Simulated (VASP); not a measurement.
# N in VASP: notebook, part 2 of 2

VASP 6.6.1. The steps go on from the part before.

## Step 3: Single point, r2SCAN+rVV10

This run uses another cell than the first one, of 20.49 Å³/atom.

POSCAR reads:

```
N
1.0
    5.4724238506      0.0000000000      0.0000000000
    0.0000000000      5.4724238506      0.0000000000
    0.0000000000      0.0000000000      5.4724238506
N
8
Direct
    0.0577681521      0.0577681521      0.0577681521
    0.4422318479      0.9422318479      0.5577681521
    0.5577681521      0.4422318479      0.9422318479
    0.9422318479      0.5577681521      0.4422318479
    0.9424358966      0.9424358966      0.9424358966
    0.5575641034      0.0575641034      0.4424358966
    0.4424358966      0.5575641034      0.0575641034
    0.0575641034      0.4424358966      0.5575641034
```

INCAR.step1 reads:

```
SYSTEM = N
  PREC = Accurate
  ENCUT = 520
  ISMEAR = -1
  SIGMA = 0.02
  LREAL = .False.
  LASPH = .True.
  NELM = 60
  NBANDS = 30
  GGA = PE
  ALGO = Normal
  EDIFF = 1E-4
  LWAVE = .True.
  LCHARG = .False.
```

INCAR.step2 reads:

```
SYSTEM = N
  PREC = Accurate
  ENCUT = 520
  EDIFF = 1E-7
  ISMEAR = -1
  SIGMA = 0.02
  LREAL = .False.
  LASPH = .True.
  NELM = 60
  ALGO = Normal
  ISIF = 2
  LWAVE = .False.
  LCHARG = .False.
  METAGGA = R2SCAN
  LMIXTAU = .True.
  LUSE_VDW = .True.
  IVDW_NL = 2
  BPARAM = 11.95
  CPARAM = 0.0093
  NBANDS = 30
  ISTART = 1
```

KPOINTS reads:

```
Automatic mesh
0
Gamma
  4 4 4
  0 0 0
```

Potentials or basis: VASP PAW PBE potentials, release 64 (N).

Command:

```
cat potpaw_PBE.64/N/POTCAR > POTCAR
cp INCAR.step1 INCAR
mpirun -np 1 vasp_std > vasp.out
cp INCAR.step2 INCAR
mpirun -np 1 vasp_std > vasp.out
```

OUTCAR:

```text
SYSTEM = N
   PREC = Accurate
   ENCUT = 520
   EDIFF = 1E-7
   ISMEAR = -1
   LREAL = .False.
   LASPH = .True.
   NELM = 60
   ISIF = 2
   METAGGA = R2SCAN
   IVDW_NL = 2
   BPARAM = 11.95
   ISTART = 1

 ion  position               nearest neighbor table
   1  0.058  0.058  0.058-   5 1.09
   2  0.442  0.942  0.558-   6 1.09
   3  0.558  0.442  0.942-   7 1.09
   4  0.942  0.558  0.442-   8 1.09
   5  0.942  0.942  0.942-   1 1.09
   6  0.558  0.058  0.442-   2 1.09
   7  0.442  0.558  0.058-   3 1.09
   8  0.058  0.442  0.558-   4 1.09

  LATTYP: Found a simple cubic cell.
 ALAT       =     5.4724238506

  Lattice vectors:

 A1 = (   5.4724238506,   0.0000000000,   0.0000000000)
 A2 = (   0.0000000000,   5.4724238506,   0.0000000000)
 A3 = (   0.0000000000,   0.0000000000,   5.4724238506)

Analysis of symmetry for initial positions (statically):
=====================================================================
 Subroutine PRICEL returns:
 Original cell was already a primitive cell.

 Routine SETGRP: Setting up the symmetry group for a
 simple cubic supercell.

 Subroutine GETGRP returns: Found 12 space group operations
 (whereof  3 operations were pure point group operations)
 out of a pool of 48 trial point group operations.

The static configuration has the point symmetry C_3 .
 The point group associated with its full space group is T   .

Analysis of symmetry for dynamics (positions and initial velocities):
=====================================================================
 Subroutine PRICEL returns:
 Original cell was already a primitive cell.

 Routine SETGRP: Setting up the symmetry group for a
 simple cubic supercell.

 Subroutine GETGRP returns: Found 12 space group operations
 (whereof  3 operations were pure point group operations)
 out of a pool of 48 trial point group operations.

The dynamic configuration has the point symmetry C_3 .
 The point group associated with its full space group is T   .

 Subroutine INISYM returns: Found 12 space group operations
 (whereof  3 operations are pure point group operations),
 and found     1 'primitive' translations

----------------------------------------------------------------------------------------

                                     Primitive cell

  volume of cell :     163.8850

  direct lattice vectors                    reciprocal lattice vectors
     5.472423851  0.000000000  0.000000000     0.182734384  0.000000000  0.000000000
     0.000000000  5.472423851  0.000000000     0.000000000  0.182734384  0.000000000
     0.000000000  0.000000000  5.472423851     0.000000000  0.000000000  0.182734384

  length of vectors
     5.472423851  5.472423851  5.472423851     0.182734384  0.182734384  0.182734384

  position of ions in fractional coordinates (direct lattice)
     0.057768152  0.057768152  0.057768152
     0.442231848  0.942231848  0.557768152
     0.557768152  0.442231848  0.942231848
     0.942231848  0.557768152  0.442231848
     0.942435897  0.942435897  0.942435897
     0.557564103  0.057564103  0.442435897
[... 44 lines left out ...]
  0.500000  0.000000  0.000000      3.000000
  0.250000  0.250000  0.000000     12.000000
  0.500000  0.250000  0.000000      6.000000
 -0.250000  0.500000  0.000000      6.000000
  0.500000  0.500000  0.000000      3.000000
  0.250000  0.250000  0.250000      8.000000
  0.500000  0.250000  0.250000     12.000000
  0.500000  0.500000  0.250000      6.000000
  0.500000  0.500000  0.500000      1.000000
   k-points           NKPTS =     11   k-points in BZ     NKDIM =     11   number of bands    NBANDS=     30
   number of dos      NEDOS =    301   number of ions     NIONS =      8
   total plane-waves  NPLWV =  74088
   dimension x,y,z NGX =    42 NGY =   42 NGZ =   42
   dimension x,y,z NGXF=    84 NGYF=   84 NGZF=   84
   ions per type =               8
   NGX,Y,Z   is equivalent  to a cutoff of  12.76, 12.76, 12.76 a.u.
   NGXF,Y,Z  is equivalent  to a cutoff of  25.52, 25.52, 25.52 a.u.
 SYSTEM =  N
   PREC   = accura    normal or accurate (medium, high low for compatibility)
   ISTART =      1    job   : 0-new  1-cont  2-samecut
   ICHARG =      0    charge: 1-file 2-atom 10-const
   ISPIN  =      1    spin polarized calculation?
   LNONCOLLINEAR =      F non collinear calculations
   LSORBIT =      F    spin-orbit coupling
   LASPH  =      T    aspherical Exc in radial PAW
   ENCUT  =  520.0 eV  38.22 Ry    6.18 a.u.  10.18 10.18 10.18*2*pi/ulx,y,z
   NELM   =     60;   NELMIN=  2; NELMDL=  0     # of ELM steps
   EDIFF  = 0.1E-06   stopping-criterion for ELM
   LREAL  =      F    real-space projection
   EDIFFG = 0.1E-05   stopping-criterion for IOM
   NSW    =      0    number of steps for IOM
   IBRION =     -1    ionic relax: 0-MD 1-quasi-New 2-CG
   NFREE  =      0    steps in history (QN), initial steepest desc. (CG)
   ISIF   =      2    stress and relaxation
   ISYM   =      2    0-nonsym 1-usesym 2-fastsym
   POTIM  = 0.5000    time-step for ionic-motion
   TEBEG  =    0.0;   TEEND  =   0.0 temperature during run
   PSTRESS=    0.0 pullay stress
   NELECT =      40.0000    total number of electrons
   NUPDOWN=      -1.0000    fix difference up-down
   EMIN   =  10.00;   EMAX   =-10.00  energy-range for DOS
   EFERMI =   0.00;   METHOD = LEGACY
   ISMEAR =    -1;   SIGMA  =   0.02  broadening in eV -4-tet -1-fermi 0-gaus
   EFERMI_NEDOS =   21; number of points for ismear=-14 and -15
   IALGO  =     38    algorithm
   IMIX   =      4    mixing-type and parameters
     AMIX     =   0.40;   BMIX     =  1.00
     AMIX_MAG =   1.60;   BMIX_MAG =  1.00
  volume/ion in A,a.u.               =      20.49       138.24
  Fermi-wavevector in a.u.,A,eV,Ry     =   1.023093  1.933365 14.241480  1.046719
  Thomas-Fermi vector in A             =   2.156808
   LORBIT       =      0    0 simple, 1 ext, 2 COOP (PROOUT), +10 PAW based schemes
   METAGGA = R2SCAN    functional components
   LHFCALC =     F    Hartree Fock is set to
   AEXX    =    0.0000 exact exchange contribution
   IVDW_NL    =     2    kernel type
   BPARAM     =11.9500
   IVDW    =     0    specifies the selected vdW correction
   LEPSILON=     F    determine dielectric tensor
   LRPA    =     F    only Hartree local field effects (RPA)
 non-spin polarized calculation
  energy-cutoff  :      520.00
  volume of cell :      163.88
 maximum number of plane-waves:      4468
 NGX is ok and might be reduce to    42
   NGX = 21   NGY = 21   NGZ = 21

 number of electron      39.9999991 magnetization

 Free energy of the ion-electron system (eV)
  ---------------------------------------------------
  ext. energy  EPLUGINS =         0.00000000
  ---------------------------------------------------
  free energy    TOTEN  =       -71.47939242 eV

  energy without entropy =      -71.47939242  energy(sigma->0) =      -71.47939242

 E-fermi :  -6.1958     XC(G=0):  -7.1123

 val. band max:       -6.6709144844   @ k =   0.5000   0.0000   0.0000
 cond. band min:       1.2623846434   @ k =   0.0000   0.0000   0.0000
 fundamental gap:      7.9332991278
 Fermi energy:        -6.1957730332

 k-point     1 :       0.0000    0.0000    0.0000
  band No.  band energies     occupation
      1     -26.1519      2.00000
      2     -26.0748      2.00000
      3     -26.0748      2.00000
      4     -26.0748      2.00000
      5     -10.5175      2.00000
      6     -10.5175      2.00000
[... 352 lines left out ...]
     29       7.3421      0.00000
     30       7.3421      0.00000

------------------------ aborting loop because EDIFF is reached ----------------------------------------

  FORCE on cell =-STRESS in cart. coord.  units (eV):
  Direction    XX          YY          ZZ          XY          YZ          ZX
  --------------------------------------------------------------------------------------
  -------------------------------------------------------------------------------------
  Total        2.9363764      2.9363764      2.9363764      0.0000000      0.0000000      0.0000000
  in kB       28.7066905     28.7066905     28.7066905      0.0000000      0.0000000      0.0000000
  external PRESSURE =      28.7066905 kB  Pullay stress =       0.0000000 kB

 VOLUME and BASIS-vectors are now :
 -----------------------------------------------------------------------------
  energy-cutoff  :      520.00
  volume of cell :      163.88
      direct lattice vectors                 reciprocal lattice vectors
     5.472423851  0.000000000  0.000000000     0.182734384  0.000000000  0.000000000
     0.000000000  5.472423851  0.000000000     0.000000000  0.182734384  0.000000000
     0.000000000  0.000000000  5.472423851     0.000000000  0.000000000  0.182734384

 POSITION                                       TOTAL-FORCE (eV/Angst)
 -----------------------------------------------------------------------------------
      0.31613      0.31613      0.31613         1.330758      1.330758      1.330758
      2.42008      5.15629      3.05234        -1.330758     -1.330758      1.330758
      3.05234      2.42008      5.15629         1.330758     -1.330758     -1.330758
      5.15629      3.05234      2.42008        -1.330758      1.330758     -1.330758
      5.15741      5.15741      5.15741        -1.330963     -1.330963     -1.330963
      3.05123      0.31502      2.42120         1.330963      1.330963     -1.330963
      2.42120      3.05123      0.31502        -1.330963      1.330963      1.330963
      0.31502      2.42120      3.05123         1.330963     -1.330963      1.330963
 -----------------------------------------------------------------------------------
    total drift:                               -0.000000     -0.000000     -0.000000

  FREE ENERGIE OF THE ION-ELECTRON SYSTEM (eV)
  ---------------------------------------------------
  free  energy   TOTEN  =       -71.4793924248 eV

  energy  without entropy=      -71.4793924248  energy(sigma->0) =      -71.47939242
```

It took 8.1 min on 1 thread of Oxide Virtual Turin-like, shared host; peak memory 0.51 GiB.

What came out:

```
Free energy            : -71.4794 eV
Pressure               : 2.9 GPa
Largest force          : 2.305 eV/Å
Band gap on the k mesh : 7.93 eV (least direct gap 7.97 eV)
```

Forces on the atoms (eV/Å):
```
N    1.331  1.331  1.331
N   -1.331 -1.331  1.331
N    1.331 -1.331 -1.331
N   -1.331  1.331 -1.331
N   -1.331 -1.331 -1.331
N    1.331  1.331 -1.331
N   -1.331  1.331  1.331
N    1.331 -1.331  1.331
```

Levels at points of the mesh, in eV from the valence-band top:
| k point | band 18 | band 19 | band 20 | band 21 | band 22 | band 23 |
| --- | --- | --- | --- | --- | --- | --- |
| (0.00, 0.00, 0.00) | -0.03 | -0.03 | -0.03 | 7.93 | 7.93 | 7.93 |
| (0.50, 0.00, 0.00) | -0.33 | 0.00 | 0.00 | 8.26 | 8.26 | 8.70 |
| (0.50, 0.50, 0.00) | -0.18 | -0.17 | -0.17 | 8.70 | 8.70 | 8.70 |
| (0.50, 0.50, 0.50) | -0.28 | -0.28 | -0.28 | 8.71 | 8.71 | 8.71 |

Caveat: the standard files for N, O and F lose accuracy on very short bonds; the PAW data sets were made with another functional, which shifts forces and pressure a little. A k mesh can miss the band edges.

## Step 4: Single point, PBE

This run uses another cell than the first one, of 20.49 Å³/atom.

INCAR reads:

```
  PREC = Accurate
  ENCUT = 520
  EDIFF = 1E-6
  ISMEAR = -1
  SIGMA = 0.02
  LREAL = F
  LASPH = T
  NELM = 100
  ALGO = Normal
  ISIF = 2
  LWAVE = F
  LCHARG = T
  GGA = PE
  LELF = T
  LVHAR = T
  NBANDS = 30
```

KPOINTS reads:

```
regular mesh
0
Gamma
  6 6 6
```

POSCAR is that of step 3.

Command:

```
cat potpaw_PBE.64/N/POTCAR > POTCAR
mpirun -np 1 vasp_std > vasp.out
```

Wall time 1.8 min (1 thread of Oxide Virtual Turin-like, shared host); peak memory 0.24 GiB.

The run converged. Its results:

- Free energy: -66.4482 eV
- Pressure: 5.2 GPa
- Largest force: 3.111 eV/Å
- Band gap on the k mesh: 7.30 eV (least direct gap 7.33 eV)

Forces on the atoms (eV/Å):
```
N    1.796  1.796  1.796
N   -1.796 -1.796  1.796
N    1.796 -1.796 -1.796
N   -1.796  1.796 -1.796
N   -1.796 -1.796 -1.796
N    1.796  1.796 -1.796
N   -1.796  1.796  1.796
N    1.796 -1.796  1.796
```

Levels at points of the mesh, in eV from the valence-band top:
```
           k point  band 18  band 19  band 20  band 21  band 22  band 23
(0.00, 0.00, 0.00)    -0.03    -0.03    -0.03     7.30     7.30     7.30
(0.50, 0.00, 0.00)    -0.35     0.00     0.00     7.60     7.60     8.01
(0.50, 0.50, 0.00)    -0.19    -0.18    -0.18     8.01     8.01     8.01
(0.50, 0.50, 0.50)    -0.28    -0.28    -0.28     8.01     8.01     8.01
```

Caveat: the standard files for N, O and F lose accuracy on very short bonds; the cell stands under pressure; this functional lacks dispersion, which holds the molecules together, so the pressure and a relaxed volume are unreliable; forces of over 1 eV/Å act on the atoms, so gaps and moduli don't describe the material at rest. A k mesh can miss the band edges.

## Step 5: Single point, r2SCAN

This run uses another cell than the first one, of 20.49 Å³/atom.

POSCAR is that of step 4.

INCAR.step1 reads:

```
PREC = Accurate
ENCUT = 520
ISMEAR = 0
SIGMA = 0.01
LREAL = F
LASPH = T
NELM = 80
NBANDS = 30
GGA = PE
ALGO = Normal
EDIFF = 1E-4
LWAVE = T
LCHARG = F
```

INCAR.step2 reads:

```
PREC = Accurate
ENCUT = 520
EDIFF = 1E-6
ISMEAR = 0
SIGMA = 0.01
LREAL = F
LASPH = T
NELM = 80
ALGO = Normal
ISIF = 2
LWAVE = F
LCHARG = T
METAGGA = R2SCAN
LMIXTAU = T
LELF = T
LVHAR = T
NBANDS = 30
ISTART = 1
```

KPOINTS reads:

```
Automatic mesh
0
Gamma
  6 6 6
```

Command:

```
cat potpaw_PBE.64/N/POTCAR > POTCAR
cp INCAR.step1 INCAR
mpirun -np 1 vasp_std > vasp.out
cp INCAR.step2 INCAR
mpirun -np 1 vasp_std > vasp.out
```

Run time: 8.5 min. Hardware: 1 thread of Oxide Virtual Turin-like, shared host; peak memory 0.28 GiB.

The run converged. Its results:

```yaml
Free_energy: -72.9044 eV
Pressure: 3.2 GPa
Largest_force: 2.240 eV/Å
Band_gap_on_the_k_mesh: 7.96 eV (least direct gap 8.00 eV)
```

Forces on the atoms (eV/Å):
```
N    1.293  1.293  1.293
N   -1.293 -1.293  1.293
N    1.293 -1.293 -1.293
N   -1.293  1.293 -1.293
N   -1.293 -1.293 -1.293
N    1.293  1.293 -1.293
N   -1.293  1.293  1.293
N    1.293 -1.293  1.293
```

Levels at points of the mesh, in eV from the valence-band top:
| k point | band 16 | band 17 | band 18 | band 19 | band 20 | band 21 | band 22 | band 23 | band 24 | band 25 |
| --- | --- | --- | --- | --- | --- | --- | --- | --- | --- | --- |
| (0.00, 0.00, 0.00) | -1.34 | -1.05 | -0.03 | -0.03 | -0.03 | 7.96 | 7.96 | 7.96 | 9.01 | 9.01 |
| (0.50, 0.00, 0.00) | -1.47 | -0.32 | -0.32 | 0.00 | 0.00 | 8.28 | 8.28 | 8.72 | 8.72 | 8.85 |
| (0.50, 0.50, 0.00) | -1.44 | -0.17 | -0.17 | -0.17 | -0.17 | 8.72 | 8.72 | 8.72 | 8.72 | 8.90 |
| (0.50, 0.50, 0.50) | -1.34 | -0.27 | -0.27 | -0.27 | -0.27 | 8.72 | 8.72 | 8.72 | 8.72 | 8.95 |

Caveat: the standard files for N, O and F lose accuracy on very short bonds; the cell stands under pressure; the PAW data sets were made with another functional, which shifts forces and pressure a little. A k mesh can miss the band edges.

## Step 6: Overview

| level | cell | k mesh | smearing | gap on the mesh (eV) | pressure (GPa) | largest force (eV/Å) |
| --- | --- | --- | --- | --- | --- | --- |
| PBE+D3(BJ) | a = 5.700 Å, 8 atoms, atomic positions A | 4 × 4 × 4 | fermi-dirac 0.02 eV | 7.39 | 1.9 | 1.75 |
| r2SCAN+rVV10 | a = 5.472 Å, 8 atoms, atomic positions B | 4 × 4 × 4 | fermi-dirac 0.02 eV | 7.93 | 2.9 | 2.31 |
| PBE | a = 5.472 Å, 8 atoms, atomic positions B | 6 × 6 × 6 | fermi-dirac 0.02 eV | 7.30 | 5.2 | 3.11 |
| r2SCAN | a = 5.472 Å, 8 atoms, atomic positions B | 6 × 6 × 6 | gaussian 0.01 eV | 7.96 | 3.2 | 2.24 |

Alike in all rows: task single point; potentials or basis VASP PAW PBE potentials, release 64 (N); no spin polarisation; cutoff (eV) 520.

Caveats: the standard files for N, O and F lose accuracy on very short bonds; forces of over 1 eV/Å act on the atoms, so gaps and moduli don't describe the material at rest (at least some runs); the PAW data sets were made with another functional, which shifts forces and pressure a little (at least some runs); the cell stands under pressure (at least some runs); this functional lacks dispersion, which holds the molecules together, so the pressure and a relaxed volume are unreliable (at least some runs).

Absolute energies hang on the potentials; compare differences alone.
